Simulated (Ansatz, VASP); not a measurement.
## Two plane-wave programs on Hg

INCAR

```
PREC = Accurate
ENCUT = 520
EDIFF = 1E-7
ISMEAR = 0
SIGMA = 0.15
LREAL = False
LASPH = True
NELM = 100
ALGO = Fast
ISIF = 2
LWAVE = False
LCHARG = False
GGA = PS
IVDW = 12
NBANDS = 19
```

Contents of KPOINTS:

```
regular mesh
0
Gamma
  18 18 10
```

File POSCAR:

```
Hg
1.0
    3.1930521500      0.0000000000      0.0000000000
   -1.5965260750      2.7652642775      0.0000000000
    0.0000000000      0.0000000000      5.3272882070
Hg
2
Direct
    0.6666666667      0.3333333333      0.7500000000
    0.3333333333      0.6666666667      0.2500000000
```

Input for Ansatz:

```yaml
crystal:
  lattice:
    - [3.19305215, 0.0, 0.0]
    - [-1.596526075, 2.7652642775, 0.0]
    - [0.0, 0.0, 5.327288207]
  atoms:
    - { symbol: Hg, position: [0.6666666667, 0.3333333333, 0.75] }
    - { symbol: Hg, position: [0.3333333333, 0.6666666667, 0.25] }
basis:
  ecutwfc: 420
kpoints:
  mp_grid: { grid: [18, 18, 10] }
hamiltonian:
  xc: pbesol
  dispersion: d3bj
scf:
  occupations: { method: gaussian, width: 0.15 }
output:
  forces: true
  stress: true
  eigenvalues: true
```

Alike in both runs: task single point; functional PBEsol; dispersion D3(BJ); k mesh 18 × 18 × 10; occupations gaussian, width 0.15 eV; no spin polarisation.

|  | VASP | Ansatz |
| --- | --- | --- |
| version | VASP 6.6.1 | Ansatz 0.2.0 |
| potentials or method | VASP PAW PBE potentials, release 64 (Hg), cutoff 520 eV | scalar-relativistic, plane waves, PAW |
| valence electrons in the cell | 24 | 40 |

VASP gave:

- gap on the k mesh at the Fermi level (eV): none
- pressure (GPa): -2.5
- traceless stress, the component that is largest in VASP (GPa): -0.24

Q: Which values does Ansatz return?

A: gap on the k mesh at the Fermi level (eV): none; pressure (GPa): -2.8; traceless stress, the component that is largest in VASP (GPa): -0.20.

VASP's potentials were made for PBE, not for PBEsol. A gap of «none» marks a metal or a gap that the smearing closes. VASP's potentials hold 24 valence electrons a cell and Ansatz's 40, so a difference there can come from the potentials and not from the codes.

Neither program's run includes spin-orbit coupling.
